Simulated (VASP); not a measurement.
B2O: single point with PBE

Crystal: B2O.

```
O B
1.0
     2.87900    0.00000    0.00000
    -1.43950    2.49329    0.00000
     0.00000    0.00000    7.05200
O B
2 4
Direct
  0.33333 0.66667 0.69400
  0.66667 0.33333 0.30600
  0.33333 0.66667 0.97700
  0.66667 0.33333 0.02300
  0.00000 0.00000 0.62000
  0.00000 0.00000 0.38000
```

```
Program                : VASP 6.6.1
Task                   : single point
Functional             : PBE
Potentials or basis    : VASP PAW PBE potentials, release 64 (O, B)
Cutoff                 : 520 eV
k mesh                 : 11 × 11 × 4
Occupations            : fermi-dirac, width 0.05 eV
Spin                   : no spin polarisation
Dipole correction      : no
Further INCAR settings : ALGO = Normal; EDIFF = 1e-07; NBANDS = 21
```

* Pressure: -19.2 GPa
* Largest force: 0.153 eV/Å
* Band gap on the k mesh: zero (band 12 reaches 6.77 eV, above the bottom of band 13 at 5.58 eV)

Forces in eV/Å, atoms in the order of the input:
```
O    0.000  0.000  0.118
O    0.000  0.000 -0.118
B    0.000  0.000  0.153
B    0.000  0.000 -0.153
B    0.000  0.000 -0.031
B    0.000  0.000  0.031
```

Stress tensor (GPa, compression positive):
```
-28.51   0.00   0.00
  0.00 -28.51   0.00
  0.00   0.00  -0.49
```

Levels at points of the mesh, in eV from the Fermi level:
```tsv
k point	band 8	band 9	band 10	band 11	band 12	band 13	band 14	band 15	band 16	band 17
(0.00, 0.00, 0.00)	-6.80	-6.80	-3.10	-1.39	0.53	1.13	1.76	1.76	2.56	2.56
(0.00, 0.00, 0.50)	-6.79	-5.79	-5.07	-0.44	0.01	1.34	1.64	1.64	2.74	2.74
```

It took 32 s on 1 thread of Intel(R) Xeon(R) 6975P-C (Granite Rapids), with other jobs on the host, peak memory 0.19 GiB.
